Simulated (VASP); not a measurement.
Write the native input for VASP 6.6.1 that does the following.

| Item | Value |
| --- | --- |
| Task | single point |
| Functional | PBE |
| Potentials or basis | VASP PAW PBE potentials, release 64 (Cd, F) |
| Cutoff | 520 eV |
| k mesh | 8 × 8 × 8 |
| Occupations | gaussian, width 0.05 eV |
| Spin | no spin polarisation |
| Dipole correction | no |
| Further INCAR settings | ALGO = Normal; EDIFF = 1e-06; NBANDS = 20 |

The structure of CdF2 lies in POSCAR:

```
CdF2
1.0
    0.0000000000      2.6266500000      2.6940000000
    2.7613500000      0.0000000000      2.6940000000
    2.7613500000      2.6266500000      0.0000000000
Cd F
1 2
Direct
    0.0000000000      0.0000000000      0.0000000000
    0.2500000000      0.2500000000      0.2500000000
    0.7500000000      0.7500000000      0.7500000000
```

This cell differs from its parent crystal: strain +0.0250 x Voigt [1, -1, 0, 0, 0, 0].

The input as run:

INCAR

```
  PREC = Accurate
  ENCUT = 520
  EDIFF = 1E-6
  ISMEAR = 0
  SIGMA = 0.05
  LREAL = F
  LASPH = T
  NELM = 60
  ALGO = Normal
  ISIF = 2
  LWAVE = F
  LCHARG = F
  GGA = PE
  NBANDS = 20
```

KPOINTS

```
Automatic mesh
0
Gamma
  8 8 8
```

Potentials or basis: VASP PAW PBE potentials, release 64 (Cd, F).

Command:

```bash
$ cat potpaw_PBE.64/Cd/POTCAR potpaw_PBE.64/F/POTCAR > POTCAR
$ mpirun -np 1 vasp_std > vasp.out
```

It gave:

```json
{
  "Pressure": "6.3 GPa",
  "Band gap on the k mesh": "3.01 eV (least direct gap 3.48 eV)"
}
```

Caveat: the cell differs from its parent crystal (strain +0.0250 x Voigt [1, -1, 0, 0, 0, 0]); the cell stands under pressure.

Wall time 37 s on 1 thread of AMD EPYC 9R45 96-Core Processor (Zen 5), with other jobs on the host, peak memory 0.17 GiB.
